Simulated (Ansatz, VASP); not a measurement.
## Cu: VASP beside Ansatz

INCAR

```
ALGO = Normal
EDIFF = 1E-6
ENCUT = 600
GGA = PE
GGA_COMPAT = F
ISIF = 2
ISMEAR = -1
LASPH = T
LCHARG = F
LREAL = F
LWAVE = F
NBANDS = 18
NELM = 120
PREC = Accurate
SIGMA = 0.15
```

KPOINTS

```
k-points
0
Gamma
  4 4 4
```

The input POSCAR:

```
Cu
1.0
    2.8500000000      0.0000000000      0.0000000000
    0.0000000000      2.8500000000      0.0000000000
    0.0000000000      0.0000000000      2.8500000000
Cu
2
Direct
    0.0000000000      0.0000000000      0.0000000000
    0.4498710479      0.4498710479      0.4498710479
```

Input for Ansatz:

```yaml
crystal:
  atoms:
  - position: [0.0, 0.0, 0.0]
    symbol: Cu
  - position: [0.44987104790895394, 0.44987104790895394, 0.44987104790895394]
    symbol: Cu
  lattice:
  - [2.85, 0.0, 0.0]
  - [0.0, 2.85, 0.0]
  - [0.0, 0.0, 2.85]
hamiltonian:
  dispersion: none
  pseudopotentials:
    kind: all_electron
    lapw: {}
    relativity: scalar
  xc: pbe
kpoints:
  mp_grid:
    grid: [4, 4, 4]
    shift: [0, 0, 0]
magnetization: {spin_polarized: false}
output: {forces: true, stress: true}
scf:
  occupations: {method: fermi_dirac, width: 0.15}
```

Alike in both runs: task single point; functional PBE; k mesh 4 × 4 × 4; occupations fermi-dirac, width 0.15 eV; no spin polarisation.

|  | VASP | Ansatz |
| --- | --- | --- |
| version | VASP 6.6.1 | Ansatz 0.2 development build |
| potentials or method | VASP PAW PBE potentials, release 64 (Cu), cutoff 600 eV | all-electron full-potential LAPW, scalar-relativistic |

|  | VASP | Ansatz | Ansatz less VASP |
| --- | --- | --- | --- |
| pressure (GPa) | 10.0 | 9.4 | -0.61 |
| traceless stress, the component that is largest in VASP (GPa) | 3.53 | 3.56 | +0.034 |
| rms of the force components (eV/Å) | 1.225 | 1.230 | +0.0052 |

Atom by atom the forces differ by 0.005 eV/Å (rms over components). Ansatz ran all-electron here, and VASP with PAW potentials.

The k mesh is coarse, so the values compare programs but aren't converged.
